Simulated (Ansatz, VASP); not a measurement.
One calculation of SiO2, two programs

```
CELL_PARAMETERS angstrom
4.27980 0.00000 0.00000
0.00000 4.27980 0.00000
0.00000 0.00000 2.34200
ATOMIC_POSITIONS crystal
Si 0.50000 0.50000 0.50000
Si 0.00000 0.00000 0.00000
O 0.69443 0.69443 0.00000
O 0.19443 0.80557 0.50000
O 0.30557 0.30557 0.00000
O 0.80557 0.19443 0.50000
```

Alike in both runs: task single point; functional LDA; k mesh 6 × 6 × 8; occupations gaussian, width 0.05 eV; no spin polarisation.

```csv
,VASP,Ansatz
version,VASP 6.6.1,Ansatz 0.2.0
potentials or method,"VASP PAW LDA potentials, release 64 (Si, O_h), cutoff 910 eV","scalar-relativistic, plane waves, PAW"
valence electrons in the cell,32,32
```

```csv
,VASP,Ansatz,Ansatz less VASP
gap on the k mesh at the Fermi level (eV),6.97,6.97,-0.004
least direct gap on the mesh (eV),6.97,6.97,-0.004
rms of the force components (eV/Å),0.010,0.035,+0.0255
```

Ansatz warns that its potentials were made for another functional, while VASP's fit it. LDA's correlation is that of Perdew and Zunger in VASP and of Perdew and Wang (1992) in Ansatz. Atom by atom the forces differ by 0.026 eV/Å (rms over components).

Noted on VASP's run: the cutoff is short for stress, so the pressure is rough.
